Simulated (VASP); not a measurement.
Write the native input for VASP 6.6.1 that does the following.

* Task: single point
* Functional: PBE
* Potentials or basis: VASP PAW PBE potentials, release 64 (Re)
* Cutoff: 520 eV
* k mesh: 18 × 18 × 10
* Occupations: fermi-dirac, width 0.05 eV
* Spin: no spin polarisation
* Dipole correction: no
* Further INCAR settings: ALGO = Normal; EDIFF = 1e-06; NBANDS = 14

The structure of Re lies in POSCAR:

```
Re
1.0
    2.7751003076      0.0000000000      0.0000000000
   -1.3875501538      2.4033073644      0.0000000000
    0.0000000000      0.0000000000      4.4837033158
Re
2
Direct
    0.3333333333      0.6666666667      0.2500000000
    0.6666666667      0.3333333333      0.7500000000
```

These files were run (other wordings do the same):

INCAR

```
SYSTEM = Re
PREC = Accurate
ENCUT = 520
EDIFF = 1E-6
ISMEAR = -1
SIGMA = 0.05
LREAL = .FALSE.
LASPH = .TRUE.
NELM = 80
ALGO = Normal
ISIF = 2
LWAVE = .FALSE.
LCHARG = .TRUE.
GGA = PE
LELF = .TRUE.
LVHAR = .TRUE.
NBANDS = 14
```

KPOINTS

```
regular mesh
0
G
  18 18 10
  0 0 0
```

Potentials or basis: VASP PAW PBE potentials, release 64 (Re).

Run with:

```console
$ cat potpaw_PBE.64/Re/POTCAR > POTCAR
$ mpirun -np 1 vasp_std > vasp.out
```

It gave:

The pressure is -0.6 GPa and the band gap on the k mesh is zero (bands 7 and 8 overlap by 3.08 eV).

Caveat: spin-orbit coupling is left out, which moves the levels of the heavy elements.

It took 49 s on 1 thread of Intel(R) Xeon(R) Platinum 8488C (Sapphire Rapids), on a shared host, peak memory 0.21 GiB.
